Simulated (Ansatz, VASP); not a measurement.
**Two plane-wave programs on InP**

```
In P
1.0
     0.00000    2.82856    2.82856
     2.82856    0.00000    2.82856
     2.82856    2.82856    0.00000
In P
1 1
Direct
  0.00000 0.00000 0.00000
  0.50000 0.50000 0.50000
```

Alike in both runs: task single point; functional RPBE; k mesh 8 × 8 × 8; occupations gaussian, width 0.05 eV; no spin polarisation.

```csv
,VASP,Ansatz
version,VASP 6.6.1,Ansatz 0.2.0
potentials or method,"VASP PAW PBE potentials, release 64 (In_d, P), cutoff 500 eV","scalar-relativistic, plane waves, PAW"
valence electrons in the cell,18,18
```

Ansatz gave:

| Quantity | Value |
| --- | --- |
| gap on the k mesh at the Fermi level (eV) | none |
| pressure (GPa) | -2.4 |

Problem. Estimate VASP's values.

Solution. gap on the k mesh at the Fermi level (eV): none; pressure (GPa): -2.5.

VASP's potentials were made for PBE, not for RPBE. A gap of «none» marks a metal or a gap that the smearing closes. The functional is the same, so the differences come from potentials, cutoffs and numerics.
